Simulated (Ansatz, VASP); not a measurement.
**KCl: VASP beside Ansatz**

```xyz
4
Lattice="5.3438 0.0000 0.0000 -2.6719 4.6279 0.0000 0.0000 0.0000 6.2392" Properties=species:S:1:pos:R:3 pbc="T T T"
K     0.0000    3.0852   -0.3899
K     2.6719    1.5426    2.7296
Cl    0.0000    3.0852    2.7296
Cl    2.6719    1.5426    5.8492
```

Alike in both runs: task single point; functional r2SCAN; k mesh 6 × 6 × 4; no spin polarisation.

|  | VASP | Ansatz |
| --- | --- | --- |
| version | VASP 6.6.1 | Ansatz 0.2.0 |
| potentials or method | VASP PAW PBE potentials, release 64 (K_sv, Cl) | plane waves, PAW |
| plane-wave cutoff (eV) | 520 | 500 |
| occupations | gaussian, width 0.01 eV | fixed |
| valence electrons in the cell | 32 | 32 |

VASP gave:

| Item | Value |
| --- | --- |
| gap on the k mesh at the Fermi level (eV) | 5.36 |
| pressure (GPa) | 0.0 |

Q: Which values does Ansatz return?

A: gap on the k mesh at the Fermi level (eV): 5.35; pressure (GPa): 0.0.

VASP's potentials were made for PBE, not for r2SCAN.
